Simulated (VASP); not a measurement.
# Li (R-3m) in VASP: relaxation of cell and atoms with PBE

Aim: the relaxation of cell and atoms of Li with PBE.

Everything below comes from runs of VASP 6.6.1. Logs are shortened: lines on timing, memory, paths and dates and some standing lists are left out, and cuts for length are marked.

**1. The cell of the first run**

Symmetry: R-3m, No. 166, trigonal system. Conventional cell: a = 4.951 Å, b = 4.951 Å, c = 2.841 Å, α = 90.00°, β = 90.00°, γ = 120.00°. Li (site symmetry -3m) has 14 Li at 2.84 to 3.43 Å within 3.7 Å.

The cell was generated, and may not be a known phase.

**2. Relaxation of cell and atoms, PBE**

Contents of INCAR:

```
ALGO = Fast ; EDIFF = 1E-7
EDIFFG = -0.01 ; ENCUT = 600
GGA = PE ; IBRION = 2
ISIF = 3 ; ISMEAR = 0
LASPH = T ; LCHARG = F
LREAL = F ; LWAVE = F
NELM = 60 ; NSW = 100
PREC = Accurate ; SIGMA = 0.1
```

Contents of KPOINTS:

```
k-points
0
Gamma
  24 24 24
```

Contents of POSCAR:

```
Li
1.0
    2.4757235683      1.4293596686      0.9469549741
   -2.4757235683      1.4293596686      0.9469549741
    0.0000000000     -2.8587193372      0.9469549741
Li
1
Direct
    0.0000000000      0.0000000000      0.0000000000
```

Potentials or basis: VASP PAW PBE potentials, release 64 (Li_sv).

Run with:

```bash
$ cat potpaw_PBE.64/Li_sv/POTCAR > POTCAR
$ mpirun -np 1 vasp_std > vasp.out
```

OUTCAR:

```text
EDIFF = 1E-7
   EDIFFG = -0.01
   ENCUT = 600
   GGA = PE
   IBRION = 2
   ISIF = 3
   ISMEAR = 0
   LASPH = T
   LREAL = F
   NELM = 60
   NSW = 100
   PREC = Accurate

 ion  position               nearest neighbor table
   1  0.000  0.000  0.000-

  LATTYP: Found a trigonal (rhomboedric) cell.
 ALAT       =     3.0114780377
 COS(alpha) =    -0.3516831416

  Lattice vectors:

 A1 = (   2.4757235683,   1.4293596686,   0.9469549741)
 A2 = (  -2.4757235683,   1.4293596686,   0.9469549741)
 A3 = (   0.0000000000,  -2.8587193372,   0.9469549741)

Analysis of symmetry for initial positions (statically):
=====================================================================
 Subroutine PRICEL returns:
 Original cell was already a primitive cell.

 Routine SETGRP: Setting up the symmetry group for a
 trigonal (rhombohedral) supercell.

 Subroutine GETGRP returns: Found 12 space group operations
 (whereof 12 operations were pure point group operations)
 out of a pool of 12 trial point group operations.

The static configuration has the point symmetry D_3d.

Analysis of symmetry for dynamics (positions and initial velocities):
=====================================================================
 Subroutine PRICEL returns:
 Original cell was already a primitive cell.

 Routine SETGRP: Setting up the symmetry group for a
 trigonal (rhombohedral) supercell.

 Subroutine GETGRP returns: Found 12 space group operations
 (whereof 12 operations were pure point group operations)
 out of a pool of 12 trial point group operations.

The dynamic configuration has the point symmetry D_3d.

 Subroutine INISYM returns: Found 12 space group operations
 (whereof 12 operations are pure point group operations),
 and found     1 'primitive' translations

----------------------------------------------------------------------------------------

                                     Primitive cell

  volume of cell :      20.1059

  direct lattice vectors                    reciprocal lattice vectors
     2.475723568  1.429359669  0.946954974     0.201961159  0.116602329  0.352005473
    -2.475723568  1.429359669  0.946954974    -0.201961159  0.116602329  0.352005473
     0.000000000 -2.858719337  0.946954974     0.000000000 -0.233204658  0.352005473

  length of vectors
     3.011478038  3.011478038  3.011478038     0.422246688  0.422246688  0.422246688

  position of ions in fractional coordinates (direct lattice)
     0.000000000  0.000000000  0.000000000

  ion indices of the primitive-cell ions
   primitive index   ion index
                 1           1

----------------------------------------------------------------------------------------

 KPOINTS: k-points

Automatic generation of k-mesh.
 Grid dimensions read from file:
 generate k-points for:   24   24   24

 Generating k-lattice:

  Cartesian coordinates                     Fractional coordinates (reciprocal lattice)
     0.008415048  0.004858430  0.014666895     0.041666667  0.000000000 -0.000000000
    -0.008415048  0.004858430  0.014666895     0.000000000  0.041666667 -0.000000000
     0.000000000 -0.009716861  0.014666895    -0.000000000 -0.000000000  0.041666667

  Length of vectors
     0.017593612  0.017593612  0.017593612

  Shift w.r.t. Gamma in fractional coordinates (k-lattice)
     0.000000000  0.000000000  0.000000000

 Subroutine IBZKPT returns following result:
 ===========================================

 Found   1313 irreducible k-points:

 Following reciprocal coordinates:
            Coordinates               Weight
  0.000000  0.000000  0.000000      1.000000
  0.041667  0.000000  0.000000      6.000000
  0.083333 -0.000000  0.000000      6.000000
  0.125000 -0.000000  0.000000      6.000000
  0.166667 -0.000000  0.000000      6.000000
  0.208333 -0.000000  0.000000      6.000000
[... 16 lines left out ...]
  0.416667  0.041667  0.000000     12.000000
  0.458333  0.041667  0.000000     12.000000
 [... further k-points ...]
   k-points           NKPTS =   1313   k-points in BZ     NKDIM =   1313   number of bands    NBANDS=      5
   number of dos      NEDOS =    301   number of ions     NIONS =      1
   total plane-waves  NPLWV =  13824
   dimension x,y,z NGX =    24 NGY =   24 NGZ =   24
   dimension x,y,z NGXF=    48 NGYF=   48 NGZF=   48
   ions per type =               1
   NGX,Y,Z   is equivalent  to a cutoff of  13.25, 13.25, 13.25 a.u.
   NGXF,Y,Z  is equivalent  to a cutoff of  26.50, 26.50, 26.50 a.u.
 SYSTEM =  unknown system
   PREC   = accura    normal or accurate (medium, high low for compatibility)
   ISTART =      0    job   : 0-new  1-cont  2-samecut
   ICHARG =      2    charge: 1-file 2-atom 10-const
   ISPIN  =      1    spin polarized calculation?
   LNONCOLLINEAR =      F non collinear calculations
   LSORBIT =      F    spin-orbit coupling
   LASPH  =      T    aspherical Exc in radial PAW
   ENCUT  =  600.0 eV  44.10 Ry    6.64 a.u.   6.01  6.01  6.01*2*pi/ulx,y,z
   NELM   =     60;   NELMIN=  2; NELMDL= -5     # of ELM steps
   EDIFF  = 0.1E-06   stopping-criterion for ELM
   LREAL  =      F    real-space projection
   EDIFFG = -.1E-01   stopping-criterion for IOM
   NSW    =    100    number of steps for IOM
   IBRION =      2    ionic relax: 0-MD 1-quasi-New 2-CG
   NFREE  =      1    steps in history (QN), initial steepest desc. (CG)
   ISIF   =      3    stress and relaxation
   ISYM   =      2    0-nonsym 1-usesym 2-fastsym
   POTIM  = 0.5000    time-step for ionic-motion
   TEBEG  =    0.0;   TEEND  =   0.0 temperature during run
   PSTRESS=    0.0 pullay stress
   NELECT =       3.0000    total number of electrons
   NUPDOWN=      -1.0000    fix difference up-down
   EMIN   =  10.00;   EMAX   =-10.00  energy-range for DOS
   EFERMI =   0.00;   METHOD = LEGACY
   ISMEAR =     0;   SIGMA  =   0.10  broadening in eV -4-tet -1-fermi 0-gaus
   EFERMI_NEDOS =   21; number of points for ismear=-14 and -15
   IALGO  =     68    algorithm
   IMIX   =      4    mixing-type and parameters
     AMIX     =   0.40;   BMIX     =  1.00
     AMIX_MAG =   1.60;   BMIX_MAG =  1.00
  volume/ion in A,a.u.               =      20.11       135.68
  Fermi-wavevector in a.u.,A,eV,Ry     =   0.868308  1.640864 10.258233  0.753959
  Thomas-Fermi vector in A             =   1.986968
   LORBIT       =      0    0 simple, 1 ext, 2 COOP (PROOUT), +10 PAW based schemes
   GGA     = PE    functional components
   LHFCALC =     F    Hartree Fock is set to
   AEXX    =    0.0000 exact exchange contribution
   IVDW    =     0    specifies the selected vdW correction
   LEPSILON=     F    determine dielectric tensor
   LRPA    =     F    only Hartree local field effects (RPA)
 conjugate gradient relaxation of ions
 non-spin polarized calculation
 RMM-DIIS sequential band-by-band and
 Gauss-broadening in eV      SIGMA  =   0.10
  energy-cutoff  :      600.00
  volume of cell :       20.11
 maximum number of plane-waves:       697
   NGX = 13   NGY = 13   NGZ = 13

--------------------------------------- Ionic step        1  -------------------------------------------

 number of electron       2.9999998 magnetization

 Free energy of the ion-electron system (eV)
  ---------------------------------------------------
  ext. energy  EPLUGINS =         0.00000000
  ---------------------------------------------------
  free energy    TOTEN  =        -1.90107380 eV

  energy without entropy =       -1.89872834  energy(sigma->0) =       -1.89990107

------------------------ aborting loop because EDIFF is reached ----------------------------------------

  FORCE on cell =-STRESS in cart. coord.  units (eV):
  Direction    XX          YY          ZZ          XY          YZ          ZX
  --------------------------------------------------------------------------------------
  -------------------------------------------------------------------------------------
  Total       -0.0709985     -0.0709985      0.1462952      0.0000000     -0.0000000      0.0000000
  in kB       -5.6576420     -5.6576420     11.6577944      0.0000000     -0.0000000      0.0000000
  external PRESSURE =       0.1141701 kB  Pullay stress =       0.0000000 kB
[... 125 lines left out ...]
  energy  without entropy=       -1.9022316420  energy(sigma->0) =       -1.90339669

--------------------------------------- Ionic step        5  -------------------------------------------

 number of electron       3.0000002 magnetization

 Free energy of the ion-electron system (eV)
  ---------------------------------------------------
  ext. energy  EPLUGINS =         0.00000000
  ---------------------------------------------------
  free energy    TOTEN  =        -1.90585444 eV

  energy without entropy =       -1.90364272  energy(sigma->0) =       -1.90474858

 E-fermi :   0.6584     XC(G=0):  -7.0649

 val. band max:        0.6571867735   @ k =   0.5000   0.0833   0.0417
 cond. band min:       0.6586511865   @ k =  -0.4583   0.3750   0.1667
 fundamental gap:      0.0014644130
 Fermi energy:         0.6584174878

 k-point     1 :       0.0000    0.0000    0.0000
  band No.  band energies     occupation
      1     -45.8635      2.00000
      2      -2.9239      2.00000
      3      15.2978      0.00000
      4      15.3611      0.00000
      5      15.3611      0.00000

 k-point     2 :       0.0417    0.0000    0.0000
  band No.  band energies     occupation
      1     -45.8632      2.00000
      2      -2.8910      2.00000
      3      15.0855      0.00000
      4      15.1695      0.00000
      5      15.3015      0.00000
[... 169 lines left out ...]
 k-point    24 :       0.4583    0.0417    0.0000
  band No.  band energies     occupation
      1     -45.8437      2.00000
      2       0.8582      0.00473
      3       3.9979      0.00000
      4      10.9556      0.00000
      5      12.1786      0.00000

 [... further k-points ...]

------------------------ aborting loop because EDIFF is reached ----------------------------------------

  FORCE on cell =-STRESS in cart. coord.  units (eV):
  Direction    XX          YY          ZZ          XY          YZ          ZX
  --------------------------------------------------------------------------------------
  -------------------------------------------------------------------------------------
  Total        0.0015804      0.0015804     -0.0052552     -0.0000000      0.0000000      0.0000000
  in kB        0.1259666      0.1259666     -0.4188572     -0.0000000      0.0000000      0.0000000
  external PRESSURE =      -0.0556413 kB  Pullay stress =       0.0000000 kB
[... 16 lines left out ...]
  FREE ENERGIE OF THE ION-ELECTRON SYSTEM (eV)
  ---------------------------------------------------
  free  energy   TOTEN  =        -1.9058544363 eV

  energy  without entropy=       -1.9036427245  energy(sigma->0) =       -1.90474858

 reached required accuracy - stopping structural energy minimisation
```

Run time: 6.5 min. Hardware: 1 thread of Intel Xeon 8259CL, shared host; peak memory 0.28 GiB.

What came out:

```
Free energy                           : -1.9059 eV
Relaxed volume                        : 20.10 Å³/atom
Relaxed cell                          : a = 2.964 Å, b = 2.964 Å, c = 2.964 Å, α = 109.40°, β = 109.40°, γ = 109.40°
Space group after relaxing (to 0.1 Å) : Im-3m (No. 229)
Energy gained by relaxing             : 4.8 meV/atom
Ionic steps                           : 5
Pressure after relaxing               : 0.0 GPa
Band gap on the k mesh                : zero (an odd number of electrons rules out a gap without spin polarisation)
```

Step by step:
| step | energy change (eV) | largest force (eV/Å) | pressure (GPa) | volume (Å³) |
| --- | --- | --- | --- | --- |
| 1 | 0.0000 | 0.0000 | 0.01 | 20.11 |
| 2 | -0.0014 | 0.0000 | -0.01 | 20.11 |
| 3 | -0.0041 | 0.0000 | -0.01 | 20.11 |
| 4 | -0.0035 | 0.0000 | 0.01 | 20.08 |
| 5 | -0.0048 | 0.0000 | -0.01 | 20.10 |

Final structure:
```xyz
1
Lattice="2.4194 1.3968 0.9914 -2.4194 1.3968 0.9914 0.0000 -2.7937 0.9914" Properties=species:S:1:pos:R:3 pbc="T T T"
Li    0.0000    0.0000    0.0000
```

Caveat: the cutoff is under 1.25 times the usual one of these potentials, so pressure, stress and relaxed cells hold a basis-set (Pulay) error.
